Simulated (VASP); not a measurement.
## AlN: single point with LDA

The system is AlN.

```
CELL_PARAMETERS angstrom
3.03716 0.00000 0.00000
-1.51858 2.63026 0.00000
0.00000 0.00000 4.86121
ATOMIC_POSITIONS crystal
Al 0.34619 0.69239 0.00152
Al 0.65381 0.30761 0.50152
N 0.32186 0.64372 0.38348
N 0.67814 0.35628 0.88348
```

```
Program             : VASP 6.6.1
Task                : single point
Functional          : LDA
Potentials or basis : VASP PAW LDA potentials, release 64 (Al, N)
Cutoff              : 520 eV
k mesh              : 9 × 9 × 6
Occupations         : gaussian, width 0.05 eV
Spin                : no spin polarisation
```

- Pressure: 12.4 GPa
- Largest force: 0.422 eV/Å
- Band gap on the k mesh: 4.82 eV, direct

Forces on the atoms (eV/Å):
```
Al   0.000 -0.421  0.021
Al   0.000  0.421  0.021
N    0.000  0.142 -0.021
N    0.000 -0.142 -0.021
```

Stress tensor (GPa, compression positive):
```
12.98  0.00  0.00
 0.00 12.32  0.00
 0.00  0.00 11.92
```

Levels at points of the mesh, in eV from the valence-band top:
```
           k point  band 4  band 5  band 6  band 7  band 8  band 9  band 10  band 11  band 12  band 13
(0.00, 0.00, 0.00)   -0.97   -0.91   -0.39   -0.16    0.00    4.82     7.13    10.97    11.15    11.74
(0.00, 0.00, 0.50)   -3.48   -0.65   -0.65   -0.59   -0.59    6.99     6.99    10.68    10.68    11.76
```

Wall time 43 s on 1 thread of Intel Xeon 8259CL (shared host), peak memory 0.17 GiB.

A k mesh can miss the band edges. A hybrid or GW would open this gap; LDA tends to underestimate it.
